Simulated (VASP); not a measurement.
Ta2N: single point with PBE

Crystal: Ta2N.

```
Ta N
1.0
     3.10114    0.00000    0.00000
    -1.55057    2.68567    0.00000
     0.00000    0.00000    4.88189
Ta N
2 1
Direct
  0.66667 0.33333 0.74538
  0.33333 0.66667 0.25557
  0.00000 0.00000 0.98771
```

This cell differs from its parent crystal: atoms displaced along a vibrational mode.

- Program: VASP 6.6.1
- Task: single point
- Functional: PBE
- Potentials or basis: VASP PAW PBE potentials, release 64 (Ta_pv, N)
- Cutoff: 520 eV
- k mesh: 18 × 18 × 10
- Occupations: gaussian, width 0.15 eV
- Spin: no spin polarisation

The pressure is 0.8 GPa. The largest force is 0.930 eV/Å. The band gap on the k mesh is zero (an odd number of electrons rules out a gap without spin polarisation).

Forces on the atoms (eV/Å):
```
Ta   0.000  0.000 -0.518
Ta   0.000  0.000 -0.411
N    0.000  0.000  0.930
```

Stress tensor (GPa, compression positive):
```
0.94 0.00 0.00
0.00 0.94 0.00
0.00 0.00 0.52
```

Levels at points of the mesh, in eV from the Fermi level:
| k point | band 9 | band 10 | band 11 | band 12 | band 13 | band 14 | band 15 | band 16 | band 17 | band 18 |
| --- | --- | --- | --- | --- | --- | --- | --- | --- | --- | --- |
| (0.00, 0.00, 0.00) | -6.03 | -6.03 | -4.98 | -0.80 | -0.22 | -0.22 | 0.33 | 0.33 | 0.40 | 1.18 |
| (0.50, 0.00, 0.00) | -6.55 | -6.34 | -4.54 | -2.60 | -1.35 | 1.71 | 1.92 | 3.72 | 4.03 | 4.23 |
| (0.00, 0.00, 0.50) | -6.21 | -6.21 | -3.01 | -2.58 | -1.08 | -1.08 | 1.76 | 2.01 | 2.27 | 2.27 |
| (0.50, 0.00, 0.50) | -6.69 | -6.08 | -3.30 | -2.16 | -2.10 | -0.29 | 0.75 | 3.35 | 3.57 | 4.06 |

It took 3.2 min on 1 thread of Intel(R) Xeon(R) Platinum 8259CL CPU @ 2.50GHz (Skylake/Cascade Lake), on a shared host, peak memory 0.34 GiB.

Caveat: the cell differs from its parent crystal (atoms displaced along a vibrational mode); spin-orbit coupling is left out, which moves the levels of the heavy elements.
